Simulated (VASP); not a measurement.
# InSe5: single point with PBE

The system is InSe5.

```
In Se
1.0
     0.00000    4.32153    4.32153
     4.32153    0.00000    4.32153
     4.32153    4.32153    0.00000
In Se
1 5
Direct
  0.00000 0.00000 0.00000
  0.12500 0.62500 0.62500
  0.62500 0.62500 0.62500
  0.62500 0.12500 0.62500
  0.62500 0.62500 0.12500
  0.25000 0.25000 0.25000
```

```json
{
  "Program": "VASP 6.6.1",
  "Task": "single point",
  "Functional": "PBE",
  "Potentials or basis": "VASP PAW PBE potentials, release 64 (In_d, Se)",
  "Cutoff": "520 eV",
  "k mesh": "4 × 4 × 4",
  "Occupations": "gaussian, width 0.1 eV",
  "Spin": "no spin polarisation",
  "Dipole correction": "no",
  "Further INCAR settings": "ALGO = Normal; EDIFF = 1e-06; NBANDS = 30"
}
```

```json
{
  "Pressure": "-4.4 GPa"
}
```

Levels at points of the mesh, in eV from the Fermi level:
```csv
k point,band 18,band 19,band 20,band 21,band 22,band 23,band 24,band 25
"(0.00, 0.00, 0.00)",-1.09,-1.09,-1.09,0.93,0.93,0.93,1.65,1.65
"(0.50, 0.00, 0.00)",-1.64,-1.64,-1.21,-0.54,0.13,0.13,0.97,1.75
"(0.50, 0.50, 0.00)",-1.64,-1.42,-1.39,-0.67,-0.32,0.07,0.07,1.55
```

It took 69 s on 1 thread of AMD EPYC 7R13 Processor (Zen 3) (shared host), peak memory 0.29 GiB.

Caveat: spin-orbit coupling is left out, which moves the levels of the heavy elements.
